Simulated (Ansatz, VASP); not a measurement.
# Two plane-wave programs on MnO2

POSCAR

```
MnO2
1.0
    4.3832916076     -0.0000000117      0.0000000000
   -0.0000000117      4.3832916076      0.0000000000
    0.0000000000      0.0000000000      2.8611299193
Mn O
2 4
Direct
    0.0000000000      0.0000000000      0.0000000000
    0.5000000000      0.5000000000      0.5000000000
    0.3047584487      0.3047584487      0.0000000000
    0.1952415517      0.8047584483      0.5000000000
    0.6952415513      0.6952415513      0.0000000000
    0.8047584483      0.1952415517      0.5000000000
```

File INCAR.step1:

```
SYSTEM = MnO2
PREC = Accurate
ENCUT = 520
ISMEAR = -4
SIGMA = 0.1
LREAL = .FALSE.
LASPH = .TRUE.
NELM = 150
ISPIN = 2
MAGMOM = 3 -3 0 0 0 0
LMAXMIX = 4
NBANDS = 38
GGA = PE
ALGO = Normal
EDIFF = 1E-4
LWAVE = .TRUE.
LCHARG = .FALSE.
```

The input INCAR.step2:

```
SYSTEM = MnO2
PREC = Accurate
ENCUT = 520
EDIFF = 1E-6
ISMEAR = -4
SIGMA = 0.1
LREAL = .FALSE.
LASPH = .TRUE.
NELM = 150
ALGO = Normal
ISIF = 2
LWAVE = .FALSE.
LCHARG = .FALSE.
ISPIN = 2
MAGMOM = 3 -3 0 0 0 0
LORBIT = 11
LMAXMIX = 4
METAGGA = R2SCAN
LMIXTAU = .TRUE.
NBANDS = 38
ISTART = 1
```

The input KPOINTS:

```
regular mesh
0
G
  6 6 10
  0 0 0
```

Input for Ansatz:

```yaml
crystal:
  lattice:
    - [4.3832916076, -1.17e-08, 0.0]
    - [-1.17e-08, 4.3832916076, 0.0]
    - [0.0, 0.0, 2.8611299193]
  atoms:
    - { symbol: Mn, position: [0.0, 0.0, 0.0], spin: 3.0 }
    - { symbol: Mn, position: [0.5, 0.5, 0.5], spin: -3.0 }
    - { symbol: O, position: [0.3047584487, 0.3047584487, 0.0] }
    - { symbol: O, position: [0.1952415517, 0.8047584483, 0.5] }
    - { symbol: O, position: [0.6952415513, 0.6952415513, 0.0] }
    - { symbol: O, position: [0.8047584483, 0.1952415517, 0.5] }
basis:
  ecutwfc: 500
  ecutrho_ratio: 4
kpoints:
  mp_grid: { grid: [6, 6, 10] }
hamiltonian:
  xc: r2scan
scf:
  occupations: { method: tetrahedron_uncorrected }
  algorithm: density_mixing
output:
  forces: true
  stress: true
  write_density: true
  write_potential: true
  elf: true
  volumetric_format: npy
magnetization:
  spin_polarized: true
```

Alike in both runs: task single point; functional r2SCAN; k mesh 6 × 6 × 10; collinear spin.

|  | VASP | Ansatz |
| --- | --- | --- |
| version | VASP 6.6.1 | Ansatz 0.2.0 |
| potentials or method | VASP PAW PBE potentials, release 64 (Mn_pv, O), cutoff 520 eV | scalar-relativistic, plane waves, PAW |
| occupations | tetrahedron | tetrahedron-uncorrected |
| valence electrons in the cell | 50 | 54 |

Ansatz gave:

- gap on the k mesh at the Fermi level (eV): 0.38
- pressure (GPa): 0.0
- traceless stress, the component that is largest in VASP (GPa): 0.01
- rms of the force components (eV/Å): 0.000
- net moment per atom (μB): 0.00
- size of the moment on the site where the two differ most (μB): 2.40

Question: Estimate VASP's values.

Answer: gap on the k mesh at the Fermi level (eV): 0.32; pressure (GPa): 1.0; traceless stress, the component that is largest in VASP (GPa): 0.37; rms of the force components (eV/Å): 0.014; net moment per atom (μB): 0.00; size of the moment on the site where the two differ most (μB): 2.70.

VASP's potentials were made for PBE, not for r2SCAN. Site moments also hang on the region over which each program counts them. Atom by atom the forces differ by 0.014 eV/Å (rms over components). VASP's potentials hold 50 valence electrons a cell and Ansatz's 54, so a difference there can come from the potentials and not from the codes. Ansatz's warnings: band table not solved further, stability check not made.
